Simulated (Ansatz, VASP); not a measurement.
**Bi: VASP beside Ansatz**

INCAR

```
  PREC = Accurate
  ENCUT = 520
  EDIFF = 1E-8
  ISMEAR = -1
  SIGMA = 0.03
  LREAL = F
  LASPH = T
  NELM = 80
  ALGO = Normal
  ISIF = 2
  LWAVE = F
  LCHARG = F
  GGA = PE
  LEFG = T
  NBANDS = 22
```

Contents of KPOINTS:

```
Automatic mesh
0
Gamma
  9 9 3
```

Contents of POSCAR:

```
Bi
1.0
    4.5690607804      0.0000000000      0.0000000000
   -2.2845303902      3.9569227073      0.0000000000
    0.0000000000      0.0000000000     11.9073400314
Bi
2
Direct
    0.3333333333      0.6666666667      0.2500000000
    0.6666666667      0.3333333333      0.7500000000
```

Input for Ansatz:

```yaml
crystal:
  lattice:
    - [4.5690607804, 0.0, 0.0]
    - [-2.2845303902, 3.9569227073, 0.0]
    - [0.0, 0.0, 11.9073400314]
  atoms:
    - { symbol: Bi, position: [0.3333333333, 0.6666666667, 0.25] }
    - { symbol: Bi, position: [0.6666666667, 0.3333333333, 0.75] }
kpoints:
  mp_grid: { grid: [9, 9, 3] }
scf:
  occupations: { method: fermi_dirac, width: 0.03 }
hamiltonian:
  xc: pbe
  pseudopotentials: { kind: paw }
output:
  forces: true
  stress: true
  eigenvalues: true
  efg: { contact_densities: true }
```

Change from the starting cell: volume scaled by 1.02, PAW files.

Alike in both runs: task electric field gradients; functional PBE; k mesh 9 × 9 × 3; occupations fermi-dirac, width 0.03 eV; no spin polarisation.

```csv
,VASP,Ansatz
version,VASP 6.6.1,Ansatz 0.2.0
potentials or method,"VASP PAW PBE potentials, release 64 (Bi_d)","PAW with Ansatz's default frozen-core files, scalar-relativistic"
plane-wave cutoff (eV),520,420
valence electrons in the cell,30,30
```

```csv
,VASP,Ansatz,Ansatz less VASP
pressure (GPa),-3.2,-3.2,+0.02
"traceless stress, the component that is largest in VASP (GPa)",2.87,2.86,0.000
size of Vzz on the site where it differs most (V/Å²),137.7,132.9,-4.82
```

With one functional, cell and mesh, what is left measures potentials, basis and numerics.

Neither program's run includes spin-orbit coupling.
